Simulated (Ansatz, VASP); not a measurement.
One calculation of LiF, two programs

```
Li F
1.0
     3.01971    0.00000    0.00000
    -1.50985    2.61514    0.00000
     0.00000    0.00000    4.99128
Li F
2 2
Direct
  0.33333 0.66667 0.38398
  0.66667 0.33333 0.88398
  0.33333 0.66667 0.99102
  0.66667 0.33333 0.49102
```

Alike in both runs: task single point; functional LDA; k mesh 9 × 9 × 6; occupations gaussian, width 0.05 eV; no spin polarisation.

|  | VASP | Ansatz |
| --- | --- | --- |
| version | VASP 6.6.1 | Ansatz 0.2.0 |
| potentials or method | VASP PAW LDA potentials, release 64 (Li_sv, F), cutoff 520 eV | scalar-relativistic, plane waves, PAW |
| valence electrons in the cell | 20 | 20 |

Ansatz gave:

| Item | Value |
| --- | --- |
| gap on the k mesh at the Fermi level (eV) | 7.57 |
| least direct gap on the mesh (eV) | 7.57 |
| rms of the force components (eV/Å) | 0.118 |

Problem. Which values does VASP return?

Solution. gap on the k mesh at the Fermi level (eV): 7.55; least direct gap on the mesh (eV): 7.55; rms of the force components (eV/Å): 0.120.

LDA's correlation is that of Perdew and Zunger in VASP and of Perdew and Wang (1992) in Ansatz. Atom by atom the forces differ by 0.002 eV/Å (rms over components).

Noted on VASP's run: the cutoff is short for stress, so the pressure is rough.
